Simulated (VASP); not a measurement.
A run of VASP 6.6.1 is set up as follows.

The input INCAR:

```
PREC = Accurate ; ENCUT = 520
EDIFF = 1E-6 ; ISMEAR = 0
SIGMA = 0.05 ; LREAL = False
LASPH = True ; NELM = 80
ALGO = Normal ; ISIF = 2
LWAVE = False ; LCHARG = False
NBANDS = 23
```

The input KPOINTS:

```
regular mesh
0
Gamma
  6 6 4
```

File POSCAR:

```
KNaICl
1.0
    4.3202318646      0.0000000000      0.0000000000
    0.0000000000      4.6373527395      0.0000000000
    0.0000000000      0.0000000000      6.0230159778
K Na I Cl
1 1 1 1
Direct
    0.5000000000      0.5000000000      0.5000000000
    0.0000000000      0.0000000000      0.0000000000
    0.5000000000      0.5000000000      0.0000000000
    0.0000000000      0.0000000000      0.5000000000
```

Potentials or basis: VASP PAW LDA potentials, release 64 (K_sv, Na_pv, I, Cl).

Launch:

```sh
$ cat potpaw_LDA.64/K_sv/POTCAR potpaw_LDA.64/Na_pv/POTCAR potpaw_LDA.64/I/POTCAR potpaw_LDA.64/Cl/POTCAR > POTCAR
$ mpirun -np 1 vasp_std > vasp.out
```

Task: What does it give for the pressure?

Result: 0.6 GPa.

Task: Estimate the band gap on the k mesh.

Result: 3.76 eV, direct.

Stress tensor (GPa, compression positive):
```
-0.86  0.00  0.00
 0.00 -1.91  0.00
 0.00  0.00  4.55
```

Caveat: the cell differs from its parent crystal (strain +e along x and -e along y -0.0367, strain +e along z and -e/2 along x and y -0.0733); spin-orbit coupling is left out, which moves the levels of the heavy elements.
